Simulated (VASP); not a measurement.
C: single point with PBE

C, a slab with vacuum:

```
CELL_PARAMETERS angstrom
2.45623 0.00000 0.00000
-1.22811 2.12716 0.00000
0.00000 0.00000 24.13396
ATOMIC_POSITIONS crystal
C 0.66667 0.33333 0.57048
C 0.33333 0.66667 0.42952
C 0.00000 0.00000 0.42953
C 0.00000 0.00000 0.57047
```

```
Program                : VASP 6.6.1
Task                   : single point
Functional             : PBE
Potentials or basis    : VASP PAW PBE potentials, release 64 (C)
Cutoff                 : 520 eV
k mesh                 : 12 × 12 × 2
Occupations            : fermi-dirac, width 0.05 eV
Spin                   : no spin polarisation
Dipole correction      : no
Further INCAR settings : ALGO = Normal; EDIFF = 1e-07; NBANDS = 16
```

| Property | Result |
| --- | --- |
| Largest force | 0.054 eV/Å |
| Band gap on the k mesh | zero (filled and empty bands touch) |

Forces in eV/Å, atoms in the order of the input:
```
C    0.000  0.000  0.054
C    0.000  0.000 -0.054
C    0.000  0.000 -0.036
C    0.000  0.000  0.036
```

Levels at points of the mesh, in eV from the Fermi level:
| k point | band 4 | band 5 | band 6 | band 7 | band 8 | band 9 | band 10 | band 11 | band 12 | band 13 |
| --- | --- | --- | --- | --- | --- | --- | --- | --- | --- | --- |
| (0.00, 0.00, 0.00) | -7.22 | -3.03 | -3.03 | -3.02 | -3.02 | 3.39 | 3.76 | 4.39 | 5.06 | 5.47 |
| (0.50, 0.00, 0.00) | -13.28 | -6.45 | -6.43 | -2.56 | -2.23 | 1.55 | 1.88 | 7.41 | 7.59 | 11.20 |
| (0.00, 0.00, 0.50) | -7.22 | -3.03 | -3.03 | -3.02 | -3.02 | 3.39 | 3.75 | 4.46 | 4.86 | 5.87 |
| (0.50, 0.00, 0.50) | -13.28 | -6.45 | -6.43 | -2.56 | -2.23 | 1.55 | 1.88 | 7.41 | 7.59 | 11.20 |

Wall time 2.5 min on 1 thread of Intel(R) Xeon(R) Platinum 8375C CPU @ 2.90GHz (Ice Lake), with other jobs on the host, peak memory 0.24 GiB.
